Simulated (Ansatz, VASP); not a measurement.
## Two plane-wave programs on GaSb

POSCAR

```
GaSb
1.0
    0.0000000000      3.1100000000      3.1100000000
    3.1100000000      0.0000000000      3.1100000000
    3.1100000000      3.1100000000      0.0000000000
Ga Sb
1 1
Direct
    0.0000000000      0.0000000000      0.0000000000
    0.2500000000      0.2500000000      0.2500000000
```

The input INCAR.step1:

```
PREC = Accurate
ENCUT = 520
ISMEAR = -1
SIGMA = 0.02
LREAL = False
LASPH = True
NELM = 80
NBANDS = 16
GGA = PE
ALGO = Normal
EDIFF = 1E-4
LWAVE = True
LCHARG = False
```

The input INCAR.step2:

```
PREC = Accurate
ENCUT = 520
EDIFF = 1E-6
ISMEAR = -1
SIGMA = 0.02
LREAL = False
LASPH = True
NELM = 80
ALGO = Normal
ISIF = 2
LWAVE = False
LCHARG = False
METAGGA = R2SCAN
LMIXTAU = True
NBANDS = 16
ISTART = 1
```

The input KPOINTS:

```
regular mesh
0
Gamma
  6 6 6
```

Input for Ansatz:

```yaml
crystal:
  lattice:
    - [0, 3.11, 3.11]
    - [3.11, 0, 3.11]
    - [3.11, 3.11, 0]
  atoms:
    - { symbol: Ga, position: [0, 0, 0] }
    - { symbol: Sb, position: [0.25, 0.25, 0.25] }
kpoints:
  mp_grid: { grid: [6, 6, 6] }
hamiltonian:
  xc: r2scan
  pseudopotentials: { kind: paw }
scf:
  occupations: { method: fermi_dirac, width: 0.02 }
  convergence: { dr2_threshold: "1e-10 eV" }
  max_iter: 300
  n_bands: 30
output:
  forces: true
  stress: true
  eigenvalues: true
```

Alike in both runs: task single point; functional r2SCAN; k mesh 6 × 6 × 6; occupations fermi-dirac, width 0.02 eV; no spin polarisation.

```csv
,VASP,Ansatz
version,VASP 6.6.1,Ansatz 0.2.0 development build
potentials or method,"VASP PAW PBE potentials, release 64 (Ga_d, Sb)","plane waves, PAW datasets (generated soft set 1)"
plane-wave cutoff (eV),520,500
valence electrons in the cell,18,28
```

VASP gave:

* gap on the k mesh at the Fermi level (eV): 0.08

Question: Which values does Ansatz return?

Answer: gap on the k mesh at the Fermi level (eV): 0.10.

VASP's potentials were made for PBE, not for r2SCAN. VASP's potentials hold 18 valence electrons a cell and Ansatz's 28, so a difference there can come from the potentials and not from the codes.

Neither program's run includes spin-orbit coupling.
